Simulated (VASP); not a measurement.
A run of VASP 6.6.1 is set up as follows.

Contents of POSCAR:

```
Al2Cu
1.0
    4.1051820000      0.0000000000      0.0000000000
    0.0000000000      4.1051820000      0.0000000000
    0.0000000000      0.0000000000      2.8913130000
Al Cu
2 1
Direct
    0.5000000000      0.0000000000      0.5000000000
    0.0000000000      0.5000000000      0.5000000000
    0.0000000000      0.0000000000      0.0000000000
```

INCAR.step1

```
  ALGO = Normal
  EDIFF = 1E-4
  ENCUT = 520
  GGA = PE
  ISMEAR = 1
  LASPH = True
  LCHARG = False
  LREAL = False
  LWAVE = True
  NBANDS = 16
  NELM = 80
  PREC = Accurate
  SIGMA = 0.3
```

File INCAR.step2:

```
  ALGO = Normal
  EDIFF = 1E-6
  ENCUT = 520
  ISIF = 2
  ISMEAR = 1
  ISTART = 1
  LASPH = True
  LCHARG = False
  LMIXTAU = True
  LREAL = False
  LWAVE = False
  METAGGA = R2SCAN
  NBANDS = 16
  NELM = 80
  PREC = Accurate
  SIGMA = 0.3
```

KPOINTS

```
k-points
0
Gamma
  10 10 14
```

Potentials or basis: VASP PAW PBE potentials, release 64 (Al, Cu).

Launch:

```bash
$ cat potpaw_PBE.64/Al/POTCAR potpaw_PBE.64/Cu/POTCAR > POTCAR
$ cp INCAR.step1 INCAR
$ mpirun -np 1 vasp_std > vasp.out
$ cp INCAR.step2 INCAR
$ mpirun -np 1 vasp_std > vasp.out
```

Task: Estimate the band gap on the k mesh.

Result: Zero (an odd number of electrons rules out a gap without spin polarisation).

Task: Estimate the pressure.

Result: -2.4 GPa.

Stress tensor (GPa, compression positive):
```
-1.98  0.00  0.00
 0.00 -1.98  0.00
 0.00  0.00 -3.11
```

Caveat: so wide a smearing shifts energies and pressures; the PAW data sets were made with another functional, which shifts forces and pressure a little.
